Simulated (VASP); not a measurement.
**Si2Mo: single point with PBE**

The system is Si2Mo.

```
Si Mo
1.0
    -1.67283    1.67283    3.93661
     1.67283   -1.67283    3.93661
     1.67283    1.67283   -3.93661
Si Mo
2 1
Cartesian
  -0.1238 0.0000 2.6383
  0.1238 0.0000 5.2349
  0.0000 0.0000 0.0000
```

This cell differs from its parent crystal: atoms displaced along a vibrational mode, the cell strained.

```json
{
  "Program": "VASP 6.6.1",
  "Task": "single point",
  "Functional": "PBE",
  "Potentials or basis": "VASP PAW PBE potentials, release 64 (Si, Mo_sv)",
  "Cutoff": "520 eV",
  "k mesh": "18 × 18 × 18",
  "Occupations": "gaussian, width 0.15 eV",
  "Spin": "no spin polarisation",
  "Dipole correction": "no",
  "Further INCAR settings": "ALGO = Normal; EDIFF = 1e-06; NBANDS = 18"
}
```

| Property | Result |
| --- | --- |
| Pressure | -11.2 GPa |
| Largest force | 0.932 eV/Å |
| Band gap on the k mesh | zero (bands 11 and 12 overlap by 0.68 eV) |

Forces on the atoms (eV/Å):
```
Si   0.911  0.000  0.196
Si  -0.911  0.000 -0.196
Mo   0.000  0.000  0.000
```

Stress tensor (GPa, compression positive):
```
-15.05   0.00  -0.58
  0.00 -14.09   0.00
 -0.58   0.00  -4.58
```

Levels at points of the mesh, in eV from the Fermi level:
```
           k point  band 8  band 9  band 10  band 11  band 12  band 13  band 14  band 15
(0.00, 0.00, 0.00)   -2.59   -2.58    -2.37     0.25     2.14     3.08     3.11     3.76
(0.50, 0.00, 0.00)   -4.12   -2.50    -2.09    -0.39     1.85     2.80     3.53     4.30
(0.00, 0.50, 0.00)   -3.91   -2.68    -2.04    -0.40     1.89     3.43     3.63     4.34
(0.50, 0.00, 0.50)   -4.20   -2.29    -2.26    -0.48     1.87     1.92     3.68     4.09
(0.50, 0.50, 0.00)   -4.61   -4.08    -2.40    -1.21     1.89     2.38     3.19     3.42
(0.50, 0.50, 0.50)   -2.06   -0.74    -0.56    -0.55    -0.36     0.43     4.25     4.95
```

It took 9.6 min on 1 thread of Intel(R) Xeon(R) 6975P-C (Granite Rapids), on a shared host, peak memory 1.1 GiB.

Caveat: the cell differs from its parent crystal (atoms displaced along a vibrational mode, the cell strained); the stress differs along the axes, from -15 to -5 GPa.
